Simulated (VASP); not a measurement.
A run of VASP 6.6.1 is set up as follows.

File INCAR:

```
SYSTEM = ZnC3
  PREC = Accurate
  ENCUT = 520
  EDIFF = 1E-6
  ISMEAR = 0
  SIGMA = 0.01
  LREAL = .False.
  LASPH = .True.
  NELM = 100
  ALGO = Normal
  ISIF = 2
  LWAVE = .False.
  LCHARG = .False.
  GGA = PE
  NBANDS = 34
```

KPOINTS

```
regular mesh
0
Gamma
  9 9 6
  0 0 0
```

The input POSCAR:

```
ZnC3
1.0
    4.4836032067      0.0000000000      0.0000000000
   -2.2418016034      3.8829142775      0.0000000000
    0.0000000000      0.0000000000      7.4781186931
Zn C
2 6
Direct
    0.3333333333      0.6666666667      0.2500000000
    0.6666666667      0.3333333333      0.7500000000
    0.8916981472      0.7833962944      0.2500000000
    0.1083018528      0.8916981472      0.7500000000
    0.2166037056      0.1083018528      0.2500000000
    0.1083018528      0.2166037056      0.7500000000
    0.8916981472      0.1083018528      0.2500000000
    0.7833962944      0.8916981472      0.7500000000
```

Potentials or basis: VASP PAW PBE potentials, release 64 (Zn, C).

Command:

```sh
$ cat potpaw_PBE.64/Zn/POTCAR potpaw_PBE.64/C/POTCAR > POTCAR
$ mpirun -np 1 vasp_std > vasp.out
```

Problem. What does it give for the largest force?

Solution. 0.159 eV/Å.

Problem. What does it give for the pressure?

Solution. 0.5 GPa.

Problem. What does it give for the band gap on the k mesh?

Solution. 0.25 eV, direct.

Stress tensor (GPa, compression positive):
```
 0.72  0.00  0.00
 0.00  0.72  0.00
 0.00  0.00 -0.01
```

A k mesh can miss the band edges.
